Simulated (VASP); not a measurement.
Write the native input for VASP 6.6.1 that does the following.

| Item | Value |
| --- | --- |
| Task | relaxation of cell and atoms |
| Functional | LDA |
| Potentials or basis | VASP PAW LDA potentials, release 64 (Re) |
| Cutoff | 600 eV |
| k mesh | 10 × 10 × 10 |
| Occupations | gaussian, width 0.05 eV |
| Spin | no spin polarisation |
| Target pressure | 15 GPa |
| Dipole correction | no |
| Further INCAR settings | ALGO = Normal; EDIFF = 1e-07; IBRION = 2; EDIFFG = -0.01; NSW = 80; ISIF = 3 |

The structure of Re lies in POSCAR:

```
Re
1.0
   -1.5450000000      1.5450000000      1.5450000000
    1.5450000000     -1.5450000000      1.5450000000
    1.5450000000      1.5450000000     -1.5450000000
Re
1
Direct
    0.0000000000      0.0000000000      0.0000000000
```

This isn't the form of Re at room conditions, which is hcp.

The input as run:

INCAR

```
ALGO = Normal ; EDIFF = 1E-7
EDIFFG = -0.01 ; ENCUT = 600
GGA = CA ; GGA_COMPAT = False
IBRION = 2 ; ISIF = 3
ISMEAR = 0 ; LASPH = True
LCHARG = False ; LREAL = False
LWAVE = False ; NELM = 120
NELMIN = 4 ; NSW = 80
PREC = Accurate ; PSTRESS = 150.0
SIGMA = 0.05
```

KPOINTS

```
k-points
0
Gamma
  10 10 10
```

Potentials or basis: VASP PAW LDA potentials, release 64 (Re).

Command:

```console
$ cat potpaw_LDA.64/Re/POTCAR > POTCAR
$ mpirun -np 1 vasp_std > vasp.out
```

Results of the run:

```json
{
 "Relaxed volume": "14.02 Å³/atom",
 "Relaxed cell": "a = 2.631 Å, b = 2.631 Å, c = 2.631 Å, α = 109.47°, β = 109.47°, γ = 109.47°",
 "Space group after relaxing (to 0.1 Å)": "Im-3m (No. 229)",
 "Energy change on relaxing (the run minimises the enthalpy)": "+17.4 meV/atom",
 "Ionic steps": "5",
 "Pressure after relaxing": "15.0 GPa",
 "Band gap on the k mesh": "zero (an odd number of electrons rules out a gap without spin polarisation)"
}
```

Caveat: the cell is relaxed towards a set pressure, so the run minimises the enthalpy, not the energy; spin-orbit coupling is left out, which moves the levels of the heavy elements.

Run time: 7.6 s on 1 thread of Intel(R) Xeon(R) 6975P-C (Granite Rapids), on a shared host, peak memory 0.14 GiB.
